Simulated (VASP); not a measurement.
# Al2H (Pmmm) in VASP: single point with PBE

Aim: the single point of Al2H with PBE.

All numbers are computed with VASP 6.6.1; they aren't measurements. Logs are shortened: lines on timing, memory, paths and dates and some standing lists are left out, and cuts for length are marked.

### 1 The cell of the first run

It takes space group Pmmm (No. 47, orthorhombic). The conventional cell has a = 2.692 Å, b = 2.754 Å, c = 5.756 Å, α = 90.00°, β = 90.00°, γ = 90.00°. Al (site symmetry mm2) has 2 H at 2.03 Å and 2 Al at 2.69 Å within 2.7 Å. Within 2.7 Å of H (site symmetry mmm) lie 4 Al at 2.03 Å and 2 H at 2.69 Å.

### 2 Single point, PBE

Contents of INCAR:

```
SYSTEM = Al2H
  PREC = Accurate
  ENCUT = 500
  EDIFF = 1E-6
  ISMEAR = 0
  SIGMA = 0.2
  LREAL = .False.
  LASPH = .True.
  NELM = 120
  ALGO = Normal
  ISIF = 2
  LWAVE = .False.
  LCHARG = .False.
  GGA = PE
  NBANDS = 10
  GGA_COMPAT = .False.
```

Contents of KPOINTS:

```
regular mesh
0
Gamma
  8 5 5
  0 0 0
```

Contents of POSCAR:

```
Al2H
1.0
    2.6923300845      0.0000000000      0.0000000000
    0.0000000000      5.7560781966      0.0000000000
    0.0000000000      0.0000000000      2.7544874817
Al H
2 1
Direct
    0.0000000000      0.7397866643      0.5000000000
    0.0000000000      0.2602133357      0.5000000000
    0.0000000000      0.0000000000      0.0000000000
```

Potentials or basis: VASP PAW PBE potentials, release 64 (Al, H).

On the command line:

```sh
$ cat potpaw_PBE.64/Al/POTCAR potpaw_PBE.64/H/POTCAR > POTCAR
$ mpirun -np 1 vasp_std > vasp.out
```

OUTCAR:

```text
SYSTEM = Al2H
   PREC = Accurate
   ENCUT = 500
   EDIFF = 1E-6
   ISMEAR = 0
   LREAL = .False.
   LASPH = .True.
   NELM = 120
   ISIF = 2
   GGA = PE

 ion  position               nearest neighbor table
   1  0.000  0.740  0.500-   3 2.03   3 2.03   2 2.76   2 3.00
   2  0.000  0.260  0.500-   3 2.03   3 2.03   1 2.76   1 3.00
   3  0.000  0.000  0.000-   1 2.03   2 2.03   1 2.03   2 2.03

  LATTYP: Found a simple orthorhombic cell.
 ALAT       =     2.6923300845
 B/A-ratio  =     1.0230868412
 C/A-ratio  =     2.1379541200

  Lattice vectors:

 A1 = (  -2.6923300845,   0.0000000000,   0.0000000000)
 A2 = (   0.0000000000,   0.0000000000,   2.7544874817)
 A3 = (   0.0000000000,   5.7560781966,   0.0000000000)

Analysis of symmetry for initial positions (statically):
=====================================================================
 Subroutine PRICEL returns:
 Original cell was already a primitive cell.

 Routine SETGRP: Setting up the symmetry group for a
 simple orthorhombic supercell.

 Subroutine GETGRP returns: Found  8 space group operations
 (whereof  8 operations were pure point group operations)
 out of a pool of  8 trial point group operations.

The static configuration has the point symmetry D_2h.

Analysis of symmetry for dynamics (positions and initial velocities):
=====================================================================
 Subroutine PRICEL returns:
 Original cell was already a primitive cell.

 Routine SETGRP: Setting up the symmetry group for a
 simple orthorhombic supercell.

 Subroutine GETGRP returns: Found  8 space group operations
 (whereof  8 operations were pure point group operations)
 out of a pool of  8 trial point group operations.

The dynamic configuration has the point symmetry D_2h.

 Subroutine INISYM returns: Found  8 space group operations
 (whereof  8 operations are pure point group operations),
 and found     1 'primitive' translations

----------------------------------------------------------------------------------------

                                     Primitive cell

  volume of cell :      42.6870

  direct lattice vectors                    reciprocal lattice vectors
     2.692330084  0.000000000  0.000000000     0.371425482  0.000000000  0.000000000
     0.000000000  5.756078197  0.000000000     0.000000000  0.173729398  0.000000000
     0.000000000  0.000000000  2.754487482     0.000000000  0.000000000  0.363043944

  length of vectors
     2.692330084  5.756078197  2.754487482     0.371425482  0.173729398  0.363043944

  position of ions in fractional coordinates (direct lattice)
[... 93 lines left out ...]
   NUPDOWN=      -1.0000    fix difference up-down
   EMIN   =  10.00;   EMAX   =-10.00  energy-range for DOS
   EFERMI =   0.00;   METHOD = LEGACY
   ISMEAR =     0;   SIGMA  =   0.20  broadening in eV -4-tet -1-fermi 0-gaus
   EFERMI_NEDOS =   21; number of points for ismear=-14 and -15
   IALGO  =     38    algorithm
   IMIX   =      4    mixing-type and parameters
     AMIX     =   0.40;   BMIX     =  1.00
     AMIX_MAG =   1.60;   BMIX_MAG =  1.00
  volume/ion in A,a.u.               =      14.23        96.02
  Fermi-wavevector in a.u.,A,eV,Ry     =   0.896071  1.693328 10.924697  0.802943
  Thomas-Fermi vector in A             =   2.018483
   LORBIT       =      0    0 simple, 1 ext, 2 COOP (PROOUT), +10 PAW based schemes
   GGA     = PE    functional components
   LHFCALC =     F    Hartree Fock is set to
   AEXX    =    0.0000 exact exchange contribution
   IVDW    =     0    specifies the selected vdW correction
   LEPSILON=     F    determine dielectric tensor
   LRPA    =     F    only Hartree local field effects (RPA)
 non-spin polarized calculation
 Gauss-broadening in eV      SIGMA  =   0.20
  energy-cutoff  :      500.00
  volume of cell :       42.69
 maximum number of plane-waves:      1096
 NGX is ok and might be reduce to    20
   NGX =  9   NGY = 21   NGZ = 11

 number of electron       6.9999998 magnetization

 Free energy of the ion-electron system (eV)
  ---------------------------------------------------
  ext. energy  EPLUGINS =         0.00000000
  ---------------------------------------------------
  free energy    TOTEN  =        -9.90428849 eV

  energy without entropy =       -9.89359781  energy(sigma->0) =       -9.89894315

 E-fermi :   5.6193     XC(G=0):  -9.5401

 val. band max:        5.5726494680   @ k =   0.3750   0.4000   0.2000
 cond. band min:       5.6806248207   @ k =   0.5000   0.4000   0.4000
 fundamental gap:      0.1079753527
 Fermi energy:         5.6193003494

 k-point     1 :       0.0000    0.0000    0.0000
  band No.  band energies     occupation
      1      -4.9811      2.00000
      2      -0.3177      2.00000
      3      -0.2038      2.00000
      4      10.4124      0.00000
      5      12.4090      0.00000
      6      12.9605      0.00000
      7      13.9939      0.00000
      8      15.0335      0.00000
      9      15.5403      0.00000
     10      17.1582      0.00000
[... 287 lines left out ...]
 k-point    24 :       0.3750    0.2000    0.2000
  band No.  band energies     occupation
      1      -1.7682      2.00000
      2       1.5632      2.00000
      3       3.7582      2.00000
      4       5.1819      1.99802
      5       7.1515      0.00000
      6      10.1101      0.00000
      7      10.7171      0.00000
      8      12.1089      0.00000
      9      13.5675      0.00000
     10      15.3733      0.00000

 [... further k-points ...]

------------------------ aborting loop because EDIFF is reached ----------------------------------------

  FORCE on cell =-STRESS in cart. coord.  units (eV):
  Direction    XX          YY          ZZ          XY          YZ          ZX
  --------------------------------------------------------------------------------------
  -------------------------------------------------------------------------------------
  Total       -0.0053127     -0.2036122      0.0641981      0.0000000      0.0000000      0.0000000
  in kB       -0.1994041     -7.6422027      2.4095546      0.0000000      0.0000000      0.0000000
  external PRESSURE =      -1.8106841 kB  Pullay stress =       0.0000000 kB

 VOLUME and BASIS-vectors are now :
 -----------------------------------------------------------------------------
  energy-cutoff  :      500.00
  volume of cell :       42.69
      direct lattice vectors                 reciprocal lattice vectors
     2.692330084  0.000000000  0.000000000     0.371425482  0.000000000  0.000000000
     0.000000000  5.756078197  0.000000000     0.000000000  0.173729398  0.000000000
     0.000000000  0.000000000  2.754487482     0.000000000  0.000000000  0.363043944

 POSITION                                       TOTAL-FORCE (eV/Angst)
 -----------------------------------------------------------------------------------
      0.00000      4.25827      1.37724         0.000000     -0.009890      0.000000
      0.00000      1.49781      1.37724         0.000000      0.009890      0.000000
      0.00000      0.00000      0.00000         0.000000      0.000000      0.000000
 -----------------------------------------------------------------------------------
    total drift:                               -0.000000     -0.000000     -0.000000

  FREE ENERGIE OF THE ION-ELECTRON SYSTEM (eV)
  ---------------------------------------------------
  free  energy   TOTEN  =        -9.9042884913 eV

  energy  without entropy=       -9.8935978084  energy(sigma->0) =       -9.89894315
```

OSZICAR:

```text
N       E                     dE             d eps       ncg     rms          rms(c)
DAV:   1    -0.275014304783E+01   -0.27501E+01   -0.19938E+03   900   0.460E+02
DAV:   2    -0.991576377992E+01   -0.71656E+01   -0.68605E+01  1258   0.542E+01
DAV:   3    -0.100570284461E+02   -0.14126E+00   -0.14094E+00  1192   0.634E+00
DAV:   4    -0.100578951837E+02   -0.86674E-03   -0.86669E-03  1218   0.562E-01
DAV:   5    -0.100579023885E+02   -0.72047E-05   -0.72039E-05  1130   0.491E-02    0.254E+00
DAV:   6    -0.993600123874E+01    0.12190E+00   -0.17016E-01  1010   0.172E+00    0.130E+00
DAV:   7    -0.990412397817E+01    0.31877E-01   -0.11264E-01  1048   0.156E+00    0.283E-01
DAV:   8    -0.990419219400E+01   -0.68216E-04   -0.93524E-03  1016   0.586E-01    0.116E-01
DAV:   9    -0.990428268782E+01   -0.90494E-04   -0.50679E-04  1032   0.125E-01    0.307E-02
DAV:  10    -0.990428757310E+01   -0.48853E-05   -0.18752E-05  1120   0.266E-02    0.189E-02
DAV:  11    -0.990428849133E+01   -0.91823E-06   -0.46491E-06   992   0.113E-02
   1 F= -.99042885E+01 E0= -.98989431E+01  d E =-.106907E-01
```

stdout:

```text
POSCAR found type information on POSCAR AlH
 POSCAR found :  2 types and       3 ions
 scaLAPACK will be used
 LDA part: xc-table for (Slater+PW92), standard interpolation
 POSCAR, INCAR and KPOINTS ok, starting setup
 FFT: planning ... GRIDC
 FFT: planning ... GRID_SOFT
 FFT: planning ... GRID
 WAVECAR not read
 entering main loop
```

Run time: 29 s. Hardware: 1 thread of Intel Xeon 8259CL, shared host; peak memory 0.14 GiB.

Results:

| Property | Result |
| --- | --- |
| Free energy | -9.9043 eV |
| Pressure | -0.2 GPa |
| Largest force | 0.010 eV/Å |

Forces in eV/Å, atoms in the order of the input:
```
Al   0.000 -0.010  0.000
Al   0.000  0.010  0.000
H    0.000  0.000  0.000
```

Stress tensor (GPa, compression positive):
```
-0.02  0.00  0.00
 0.00 -0.76  0.00
 0.00  0.00  0.24
```

Caveat: the k points lie up to 0.46 Å⁻¹ apart.
